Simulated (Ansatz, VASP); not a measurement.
**Zn3Se2S in VASP and in Ansatz**

```
CELL_PARAMETERS angstrom
3.98599 0.00000 0.00000
-1.99299 3.45197 0.00000
0.00000 0.00000 9.76559
ATOMIC_POSITIONS crystal
Zn 0.00000 0.00000 0.99049
Zn 0.66667 0.33333 0.33309
Zn 0.33333 0.66667 0.67604
Se 0.66667 0.33333 0.07966
Se 0.33333 0.66667 0.42170
S 0.00000 0.00000 0.74902
```

Alike in both runs: functional PBE; k mesh 12 × 12 × 4; occupations gaussian, width 0.02 eV; no spin polarisation.

Ansatz relaxed the structure, and its values are those at the end. VASP's run is a single point on that final structure, the one shown.

|  | VASP | Ansatz |
| --- | --- | --- |
| version | VASP 6.6.1 | Ansatz 0.2.0 |
| potentials or method | VASP PAW PBE potentials, release 64 (Zn, Se, S), cutoff 520 eV | scalar-relativistic, plane waves, PAW |
| valence electrons in the cell | 54 | 74 |

|  | VASP | Ansatz | Ansatz less VASP |
| --- | --- | --- | --- |
| gap on the k mesh at the Fermi level (eV) | 1.26 | 1.26 | 0.000 |
| least direct gap on the mesh (eV) | 1.26 | 1.26 | 0.000 |
| pressure (GPa) | 0.2 | 0.0 | -0.20 |
| rms of the force components (eV/Å) | 0.003 | 0.003 | -0.0004 |

VASP's potentials hold 54 valence electrons a cell and Ansatz's 74, so a difference there can come from the potentials and not from the codes.
